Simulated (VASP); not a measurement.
BeS:

```
Be S
1.0
     0.00000    2.42500    2.42500
     2.42500    0.00000    2.42500
     2.42500    2.42500    0.00000
Be S
1 1
Cartesian
  0.0000 0.0000 0.0000
  3.6375 3.6375 3.6375
```

| Item | Value |
| --- | --- |
| Program | VASP 6.6.1 |
| Task | relaxation of cell and atoms |
| Functional | LDA |
| Potentials or basis | VASP PAW LDA potentials, release 64 (Be, S) |
| Cutoff | 600 eV |
| k mesh | 18 × 18 × 18 |
| Occupations | fermi-dirac, width 0.1 eV |
| Spin | no spin polarisation |

At the start: pressure -3.1 GPa; volume 14.26 Å³/atom.

**Question.** How do energy, volume and symmetry change on relaxing?

**Answer.** Over 3 steps the energy falls by 4.6 meV/atom and the volume is 13.80 Å³/atom (-3.2 %); space group F-43m (No. 216, to 0.1 Å) before and after.

The path:
| step | energy change (eV) | largest force (eV/Å) | pressure (GPa) | volume (Å³) |
| --- | --- | --- | --- | --- |
| 1 | 0.0000 | 0.0000 | -3.14 | 28.52 |
| 2 | -0.0087 | 0.0000 | 0.83 | 27.38 |
| 3 | -0.0093 | 0.0000 | 0.00 | 27.60 |

Final structure:
```
Be S
1.0
     0.00000    2.39862    2.39862
     2.39862    0.00000    2.39862
     2.39862    2.39862    0.00000
Be S
1 1
Direct
  0.00000 0.00000 0.00000
  0.75000 0.75000 0.75000
```
